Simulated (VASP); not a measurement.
# Ba (Cmmm) in VASP: notebook, part 3 of 4

VASP 6.6.1.

## 4. Single point, PBEsol

This run uses another cell than the first one, of the same volume but with other edges.

Contents of INCAR:

```
PREC = Accurate ; ENCUT = 520
EDIFF = 1E-6 ; ISMEAR = 0
SIGMA = 0.15 ; LREAL = F
LASPH = T ; NELM = 100
ALGO = Fast ; ISIF = 2
LWAVE = F ; LCHARG = T
GGA = PS ; LELF = T
LVHAR = T ; NBANDS = 11
```

Contents of KPOINTS:

```
Automatic mesh
0
Gamma
  16 16 10
```

Contents of POSCAR:

```
Ba
1.0
    2.0100991779     -3.7528705879      0.0000000000
    2.0100991779      3.7528705879      0.0000000000
    0.0000000000      0.0000000000      5.3917954418
Ba
1
Direct
    0.0000000000      0.0000000000      0.0000000000
```

Potentials or basis: VASP PAW PBE potentials, release 64 (Ba_sv).

The run is started by

```console
> cat potpaw_PBE.64/Ba_sv/POTCAR > POTCAR
> mpirun -np 1 vasp_std > vasp.out
```

OUTCAR:

```text
PREC = Accurate
   ENCUT = 520
   EDIFF = 1E-6
   ISMEAR = 0
   LREAL = F
   LASPH = T
   NELM = 100
   ISIF = 2
   GGA = PS

 ion  position               nearest neighbor table
   1  0.000  0.000  0.000-

  LATTYP: Found a base centered orthorhombic cell.
 ALAT       =     4.0201983558
 B/A-ratio  =     1.8670076726
 C/A-ratio  =     1.3411764706

  Lattice vectors:

 A1 = (   2.0100991779,  -3.7528705879,   0.0000000000)
 A2 = (   2.0100991779,   3.7528705879,   0.0000000000)
 A3 = (   0.0000000000,   0.0000000000,   5.3917954418)

Analysis of symmetry for initial positions (statically):
=====================================================================
 Subroutine PRICEL returns:
 Original cell was already a primitive cell.

 Routine SETGRP: Setting up the symmetry group for a
 base centered orthorhombic supercell.

 Subroutine GETGRP returns: Found  8 space group operations
 (whereof  8 operations were pure point group operations)
 out of a pool of  8 trial point group operations.

The static configuration has the point symmetry D_2h.

Analysis of symmetry for dynamics (positions and initial velocities):
=====================================================================
 Subroutine PRICEL returns:
 Original cell was already a primitive cell.

 Routine SETGRP: Setting up the symmetry group for a
 base centered orthorhombic supercell.

 Subroutine GETGRP returns: Found  8 space group operations
 (whereof  8 operations were pure point group operations)
 out of a pool of  8 trial point group operations.

The dynamic configuration has the point symmetry D_2h.

 Subroutine INISYM returns: Found  8 space group operations
 (whereof  8 operations are pure point group operations),
 and found     1 'primitive' translations

----------------------------------------------------------------------------------------

                                     Primitive cell

  volume of cell :      81.3476

  direct lattice vectors                    reciprocal lattice vectors
     2.010099178 -3.752870588  0.000000000     0.248743945 -0.133231346  0.000000000
     2.010099178  3.752870588  0.000000000     0.248743945  0.133231346  0.000000000
     0.000000000  0.000000000  5.391795442     0.000000000  0.000000000  0.185466977

  length of vectors
     4.257292139  4.257292139  5.391795442     0.282177501  0.282177501  0.185466977

  position of ions in fractional coordinates (direct lattice)
     0.000000000  0.000000000  0.000000000

  ion indices of the primitive-cell ions
   primitive index   ion index
                 1           1

----------------------------------------------------------------------------------------

 KPOINTS: Automatic mesh

Automatic generation of k-mesh.
 Grid dimensions read from file:
 generate k-points for:   16   16   10

 Generating k-lattice:

  Cartesian coordinates                     Fractional coordinates (reciprocal lattice)
     0.015546497 -0.008326959  0.000000000     0.062500000  0.000000000  0.000000000
     0.015546497  0.008326959  0.000000000     0.000000000  0.062500000  0.000000000
     0.000000000  0.000000000  0.018546698     0.000000000  0.000000000  0.100000000

  Length of vectors
     0.017636094  0.017636094  0.018546698

  Shift w.r.t. Gamma in fractional coordinates (k-lattice)
     0.000000000  0.000000000  0.000000000

 Subroutine IBZKPT returns following result:
 ===========================================

 Found    438 irreducible k-points:

 Following reciprocal coordinates:
            Coordinates               Weight
  0.000000  0.000000  0.000000      1.000000
  0.062500  0.000000  0.000000      4.000000
  0.125000  0.000000  0.000000      4.000000
  0.187500 -0.000000  0.000000      4.000000
  0.250000  0.000000  0.000000      4.000000
  0.312500  0.000000  0.000000      4.000000
[... 16 lines left out ...]
 -0.125000  0.062500  0.000000      4.000000
 -0.062500  0.062500  0.000000      2.000000
 [... further k-points ...]
   k-points           NKPTS =    438   k-points in BZ     NKDIM =    438   number of bands    NBANDS=     11
   number of dos      NEDOS =    301   number of ions     NIONS =      1
   total plane-waves  NPLWV =  40960
   dimension x,y,z NGX =    32 NGY =   32 NGZ =   40
   dimension x,y,z NGXF=    64 NGYF=   64 NGZF=   80
   ions per type =               1
   NGX,Y,Z   is equivalent  to a cutoff of  12.50, 12.50, 12.33 a.u.
   NGXF,Y,Z  is equivalent  to a cutoff of  24.99, 24.99, 24.67 a.u.
 SYSTEM =  unknown system
   PREC   = accura    normal or accurate (medium, high low for compatibility)
   ISTART =      0    job   : 0-new  1-cont  2-samecut
   ICHARG =      2    charge: 1-file 2-atom 10-const
   ISPIN  =      1    spin polarized calculation?
   LNONCOLLINEAR =      F non collinear calculations
   LSORBIT =      F    spin-orbit coupling
   LASPH  =      T    aspherical Exc in radial PAW
   ENCUT  =  520.0 eV  38.22 Ry    6.18 a.u.   7.92  7.92 10.03*2*pi/ulx,y,z
   NELM   =    100;   NELMIN=  2; NELMDL= -5     # of ELM steps
   EDIFF  = 0.1E-05   stopping-criterion for ELM
   LREAL  =      F    real-space projection
   EDIFFG = 0.1E-04   stopping-criterion for IOM
   NSW    =      0    number of steps for IOM
   IBRION =     -1    ionic relax: 0-MD 1-quasi-New 2-CG
   NFREE  =      0    steps in history (QN), initial steepest desc. (CG)
   ISIF   =      2    stress and relaxation
   ISYM   =      2    0-nonsym 1-usesym 2-fastsym
   POTIM  = 0.5000    time-step for ionic-motion
   TEBEG  =    0.0;   TEEND  =   0.0 temperature during run
   PSTRESS=    0.0 pullay stress
   NELECT =      10.0000    total number of electrons
   NUPDOWN=      -1.0000    fix difference up-down
   EMIN   =  10.00;   EMAX   =-10.00  energy-range for DOS
   EFERMI =   0.00;   METHOD = LEGACY
   ISMEAR =     0;   SIGMA  =   0.15  broadening in eV -4-tet -1-fermi 0-gaus
   EFERMI_NEDOS =   21; number of points for ismear=-14 and -15
   IALGO  =     68    algorithm
   IMIX   =      4    mixing-type and parameters
     AMIX     =   0.40;   BMIX     =  1.00
     AMIX_MAG =   1.60;   BMIX_MAG =  1.00
  volume/ion in A,a.u.               =      81.35       548.96
  Fermi-wavevector in a.u.,A,eV,Ry     =   0.814004  1.538245  9.015260  0.662603
  Thomas-Fermi vector in A             =   1.923832
   LORBIT       =      0    0 simple, 1 ext, 2 COOP (PROOUT), +10 PAW based schemes
   GGA     = PS    functional components
   LHFCALC =     F    Hartree Fock is set to
   AEXX    =    0.0000 exact exchange contribution
   IVDW    =     0    specifies the selected vdW correction
   LEPSILON=     F    determine dielectric tensor
   LRPA    =     F    only Hartree local field effects (RPA)
 non-spin polarized calculation
 RMM-DIIS sequential band-by-band and
 Gauss-broadening in eV      SIGMA  =   0.15
  energy-cutoff  :      520.00
  volume of cell :       81.35
 maximum number of plane-waves:      2212
   NGX = 15   NGY = 15   NGZ = 21

 number of electron      10.0000000 magnetization

 Free energy of the ion-electron system (eV)
  ---------------------------------------------------
  ext. energy  EPLUGINS =         0.00000000
  ---------------------------------------------------
  free energy    TOTEN  =        -1.64312688 eV

  energy without entropy =       -1.61314223  energy(sigma->0) =       -1.62813455

 E-fermi :   0.6662     XC(G=0):  -6.5859

 val. band max:        0.6636095807   @ k =   0.1875  -0.0000   0.4000
 cond. band min:       0.6693766916   @ k =   0.5000   0.3125   0.5000
 fundamental gap:      0.0057671109
 Fermi energy:         0.6662092398

 k-point     1 :       0.0000    0.0000    0.0000
  band No.  band energies     occupation
      1     -28.5019      2.00000
      2     -13.7030      2.00000
      3     -13.3380      2.00000
      4     -13.2680      2.00000
      5      -1.7430      2.00000
      6       0.7317      0.53722
      7       2.1018      0.00000
      8       2.9977      0.00000
      9       4.2422      0.00000
     10       4.5113      0.00000
     11       4.7854      0.00000
[... 309 lines left out ...]
 k-point    24 :      -0.0625    0.0625    0.0000
  band No.  band energies     occupation
      1     -28.5001      2.00000
      2     -13.7001      2.00000
      3     -13.3611      2.00000
      4     -13.2720      2.00000
      5      -1.6747      2.00000
      6       0.7764      0.29898
      7       2.0314      0.00000
      8       3.0636      0.00000
      9       3.7788      0.00000
     10       4.7627      0.00000
     11       4.9956      0.00000

 [... further k-points ...]

------------------------ aborting loop because EDIFF is reached ----------------------------------------

  FORCE on cell =-STRESS in cart. coord.  units (eV):
  Direction    XX          YY          ZZ          XY          YZ          ZX
  --------------------------------------------------------------------------------------
  -------------------------------------------------------------------------------------
  Total        0.6382862     -0.0622239     -1.1984011     -0.0000000      0.0000000      0.0000000
  in kB       12.5713398     -1.2255279    -23.6030589     -0.0000000      0.0000000      0.0000000
  external PRESSURE =      -4.0857490 kB  Pullay stress =       0.0000000 kB

 VOLUME and BASIS-vectors are now :
 -----------------------------------------------------------------------------
  energy-cutoff  :      520.00
  volume of cell :       81.35
      direct lattice vectors                 reciprocal lattice vectors
     2.010099178 -3.752870588  0.000000000     0.248743945 -0.133231346  0.000000000
     2.010099178  3.752870588  0.000000000     0.248743945  0.133231346  0.000000000
     0.000000000  0.000000000  5.391795442     0.000000000  0.000000000  0.185466977

 POSITION                                       TOTAL-FORCE (eV/Angst)
 -----------------------------------------------------------------------------------
      0.00000      0.00000      0.00000         0.000000      0.000000      0.000000
 -----------------------------------------------------------------------------------
    total drift:                                0.000000     -0.000000     -0.000000

  FREE ENERGIE OF THE ION-ELECTRON SYSTEM (eV)
  ---------------------------------------------------
  free  energy   TOTEN  =        -1.6431268816 eV

  energy  without entropy=       -1.6131422275  energy(sigma->0) =       -1.62813455
```

OSZICAR:

```text
N       E                     dE             d eps       ncg     rms          rms(c)
DAV:   1     0.596074630119E+02    0.59607E+02   -0.39308E+03  9636   0.718E+02
DAV:   2     0.188362144316E+01   -0.57724E+02   -0.56210E+02 11731   0.132E+02
DAV:   3    -0.162173295640E+01   -0.35054E+01   -0.34727E+01 12399   0.355E+01
DAV:   4    -0.175750968409E+01   -0.13578E+00   -0.13548E+00 12848   0.614E+00
DAV:   5    -0.176136421731E+01   -0.38545E-02   -0.38538E-02 12976   0.848E-01    0.195E+00
RMM:   6    -0.165709992482E+01    0.10426E+00   -0.43768E-02 10096   0.107E+00    0.100E+00
RMM:   7    -0.164205267140E+01    0.15047E-01   -0.35753E-02 11273   0.101E+00    0.252E-01
RMM:   8    -0.164305320475E+01   -0.10005E-02   -0.37160E-03 12413   0.460E-01    0.405E-02
RMM:   9    -0.164307504354E+01   -0.21839E-04   -0.85492E-04 14537   0.145E-01    0.265E-02
RMM:  10    -0.164312310245E+01   -0.48059E-04   -0.12831E-04 14016   0.613E-02    0.185E-02
RMM:  11    -0.164312627805E+01   -0.31756E-05   -0.35870E-05 15242   0.276E-02    0.193E-03
RMM:  12    -0.164312688158E+01   -0.60353E-06   -0.65714E-06 12513   0.869E-03
   1 F= -.16431269E+01 E0= -.16281346E+01  d E =-.299847E-01
```

stdout:

```text
POSCAR found type information on POSCAR Ba
 POSCAR found :  1 types and       1 ions
 scaLAPACK will be used
 -----------------------------------------------------------------------------
|                                                                             |
|                                                                             |
|     You enforced a specific xc type in the INCAR file but a different       |
|     I HOPE YOU KNOW WHAT YOU ARE DOING!                                     |
|                                                                             |
 -----------------------------------------------------------------------------

 LDA part: xc-table for (Slater+PW92), standard interpolation
 POSCAR, INCAR and KPOINTS ok, starting setup
 FFT: planning ... GRIDC
 FFT: planning ... GRID_SOFT
 FFT: planning ... GRID
 WAVECAR not read
 entering main loop
WARNING in EDDRMM: call to ZHEGV failed, returncode =   8  4     11
WARNING in EDDRMM: call to ZHEGV failed, returncode =   6  3      6
WARNING in EDDRMM: call to ZHEGV failed, returncode =   6  3      8
WARNING in EDDRMM: call to ZHEGV failed, returncode =   8  4      5
WARNING in EDDRMM: call to ZHEGV failed, returncode =   8  4      7
WARNING in EDDRMM: call to ZHEGV failed, returncode =   6  3      7
```

Wall time 1.7 min (1 thread of Intel Xeon 6975P-C (Granite Rapids), shared host); peak memory 0.49 GiB.

Results:

- Free energy: -1.6431 eV
- Pressure: -0.4 GPa
- Band gap on the k mesh: zero (bands 5 and 6 overlap by 0.81 eV)

Stress tensor (GPa, compression positive):
```
 1.26  0.00  0.00
 0.00 -0.12  0.00
 0.00  0.00 -2.36
```

Caveat: the PAW data sets were made with another functional, which shifts forces and pressure a little; spin-orbit coupling is left out, which moves the levels of the heavy elements.

[end of part 3 of 4]
